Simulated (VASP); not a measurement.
Crystal: Sr4TmSi.

```
CELL_PARAMETERS angstrom
4.28050 -4.35435 0.00000
4.28050 4.35435 0.00000
0.00000 0.00000 4.00117
ATOMIC_POSITIONS crystal
Sr 0.69180 0.69180 0.00000
Sr 0.79844 0.20156 0.50000
Sr 0.20156 0.79844 0.50000
Sr 0.30820 0.30820 0.00000
Tm 0.00000 0.00000 0.00000
Si 0.50000 0.50000 0.50000
```

The cell was generated, and may not be a known phase.

- Program: VASP 6.6.1
- Task: relaxation of cell and atoms
- Functional: PBE
- Potentials or basis: VASP PAW PBE potentials, release 64 (Sr_sv, Tm_3, Si), 4f in core
- Cutoff: 500 eV
- k mesh: 3 × 3 × 4
- Occupations: gaussian, width 0.2 eV
- Spin: no spin polarisation

At the start: pressure 30.3 GPa; volume 24.86 Å³/atom.

**Question.** Where does the relaxation end?

**Answer.** Over 20 steps the energy falls by 1585.5 meV/atom and the volume is 47.93 Å³/atom (+92.8 %); space group Cmmm (No. 65, to 0.1 Å) before and after.

Step by step:
| step | energy change (eV) | largest force (eV/Å) | pressure (GPa) | volume (Å³) |
| --- | --- | --- | --- | --- |
| 1 | 0.0000 | 2.0504 | 30.35 | 149.15 |
| 2 | -8.0746 | 1.4396 | 0.62 | 275.54 |
| 3 | -8.0759 | 1.4621 | -0.03 | 286.97 |
| 4 | -8.0809 | 1.4544 | 0.23 | 282.09 |
| 5 | -8.4286 | 1.0442 | -0.09 | 288.76 |
| 6 | -8.9656 | 0.5508 | -0.45 | 307.58 |
| 7 | -9.0065 | 0.4372 | -0.43 | 313.05 |
| 8 | -9.1060 | 0.3721 | 0.16 | 303.58 |
| 9 | -9.1205 | 0.5564 | 0.53 | 298.66 |
| 10 | -9.1962 | 0.4499 | 0.19 | 303.44 |
| 11 | -9.2419 | 0.3088 | -0.23 | 310.21 |
| 12 | -9.3020 | 0.2468 | -0.16 | 306.79 |
| 13 | -9.3553 | 0.5164 | 0.07 | 299.56 |
| 14 | -9.3881 | 0.5515 | 0.05 | 298.31 |
| 15 | -9.4476 | 0.5259 | 0.01 | 294.08 |
| 16 | -9.4765 | 0.3894 | -0.06 | 294.09 |
| 17 | -9.4974 | 0.1907 | -0.13 | 294.04 |
| 18 | -9.4976 | 0.1728 | -0.14 | 294.03 |
| 19 | -9.5040 | 0.1502 | -0.07 | 292.42 |
| 20 | -9.5130 | 0.0781 | 0.17 | 287.59 |

Final structure:
```cif
data_structure
_symmetry_space_group_name_H-M 'P 1'
_symmetry_Int_Tables_number 1
_cell_length_a 8.5572
_cell_length_b 8.5572
_cell_length_c 3.9352
_cell_angle_alpha 90.000
_cell_angle_beta 90.000
_cell_angle_gamma 93.590
_cell_volume 287.59
loop_
_atom_site_label
_atom_site_type_symbol
_atom_site_fract_x
_atom_site_fract_y
_atom_site_fract_z
_atom_site_occupancy
Sr1 Sr 0.70242 0.70242 0.00000 1
Sr2 Sr 0.74733 0.25267 0.50000 1
Sr3 Sr 0.25267 0.74733 0.50000 1
Sr4 Sr 0.29758 0.29758 0.00000 1
Tm1 Tm 0.00000 0.00000 0.00000 1
Si1 Si 0.50000 0.50000 0.50000 1
```

Caveat: the k points lie up to 0.40 Å⁻¹ apart in the final cell, too coarse for converged energies and pressures of a metal; the volume moved by over 15 % at a fixed basis, so the end points are rough; the relaxation stopped at a loose force limit of 0.08 eV/Å, so its end isn't a converged minimum.
